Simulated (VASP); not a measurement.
Wanted: the native input for a VASP 6.6.1 run.

* Task: single point
* Functional: PBE
* Potentials or basis: VASP PAW PBE potentials, release 64 (Mg_sv, B)
* Cutoff: 840 eV
* k mesh: 11 × 11 × 9
* Occupations: gaussian, width 0.1 eV
* Spin: no spin polarisation
* Dipole correction: no
* Further INCAR settings: ALGO = Normal; EDIFF = 1e-06; NBANDS = 15

The structure of MgB2 lies in POSCAR:

```
MgB2
1.0
    3.0850000000      0.0000000000      0.0000000000
   -1.5425000000      2.6716883707      0.0000000000
    0.0000000000      0.0000000000      3.5230000000
Mg B
1 2
Direct
    0.0000000000      0.0000000000      0.0000000000
    0.6666666667      0.3333333333      0.5000000000
    0.3333333333      0.6666666667      0.5000000000
```

The input as run:

INCAR

```
SYSTEM = MgB2
ALGO = Normal
EDIFF = 1E-6
ENCUT = 840
GGA = PE
GGA_COMPAT = .False.
ISIF = 2
ISMEAR = 0
LASPH = .True.
LCHARG = .False.
LREAL = .False.
LWAVE = .False.
NBANDS = 15
NELM = 120
PREC = Accurate
SIGMA = 0.1
```

KPOINTS

```
k-points
0
Gamma
  11 11 9
  0 0 0
```

Potentials or basis: VASP PAW PBE potentials, release 64 (Mg_sv, B).

Launch:

```console
$ cat potpaw_PBE.64/Mg_sv/POTCAR potpaw_PBE.64/B/POTCAR > POTCAR
$ mpirun -np 1 vasp_std > vasp.out
```

Results of the run:

```yaml
Pressure: -1.2 GPa
Band_gap_on_the_k_mesh: zero (bands 8 and 9 overlap by 2.72 eV)
```

It took 51 s on 1 thread of Intel(R) Xeon(R) Platinum 8259CL CPU @ 2.50GHz (Skylake/Cascade Lake) (shared host), peak memory 0.21 GiB.
